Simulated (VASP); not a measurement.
# GePt: single point with PBEsol

Crystal: GePt.

```
CELL_PARAMETERS angstrom
5.74060 0.00000 0.00000
0.00000 6.09244 0.00000
0.00000 0.00000 3.70034
ATOMIC_POSITIONS crystal
Ge 0.18484 0.58802 0.75000
Ge 0.81516 0.41198 0.25000
Ge 0.31516 0.08802 0.25000
Ge 0.68484 0.91198 0.75000
Pt 0.00076 0.19116 0.75000
Pt 0.99924 0.80884 0.25000
Pt 0.49924 0.69116 0.25000
Pt 0.50076 0.30884 0.75000
```

* Program: VASP 6.6.1
* Task: single point
* Functional: PBEsol
* Potentials or basis: VASP PAW PBE potentials, release 64 (Ge_d, Pt)
* Cutoff: 520 eV
* k mesh: 6 × 6 × 9
* Occupations: gaussian, width 0.1 eV
* Spin: no spin polarisation
* Dipole correction: no
* Further INCAR settings: ALGO = Normal; EDIFF = 1e-07; NBANDS = 58

```yaml
Pressure: 0.0 GPa
Largest_force: 0.014 eV/Å
Band_gap_on_the_k_mesh: zero (band 48 reaches 10.47 eV, above the bottom of band 49 at 9.01 eV)
```

Forces on the atoms (eV/Å):
```
Ge   0.010  0.010  0.000
Ge  -0.010 -0.010  0.000
Ge  -0.010  0.010  0.000
Ge   0.010 -0.010  0.000
Pt  -0.009 -0.004  0.000
Pt   0.009  0.004  0.000
Pt   0.009 -0.004  0.000
Pt  -0.009  0.004  0.000
```

Stress tensor (GPa, compression positive):
```
-0.10  0.00  0.00
 0.00 -0.04  0.00
 0.00  0.00  0.07
```

Levels at points of the mesh, in eV from the Fermi level:
```csv
k point,band 46,band 47,band 48,band 49,band 50,band 51
"(0.00, 0.00, 0.00)",-1.50,-1.42,-0.99,0.62,0.92,3.01
"(0.50, 0.00, 0.00)",-2.47,0.00,0.00,1.29,1.29,2.26
"(0.00, 0.50, 0.00)",-1.89,-0.01,-0.01,1.06,1.06,1.90
"(0.50, 0.50, 0.00)",-1.40,0.69,0.69,1.79,1.79,2.64
```

It took 8.3 min on 1 thread of Intel(R) Xeon(R) Platinum 8488C (Sapphire Rapids), on a shared host, peak memory 0.55 GiB.

Caveat: the PAW data sets were made with another functional, which shifts forces and pressure a little; spin-orbit coupling is left out, which moves the levels of the heavy elements.
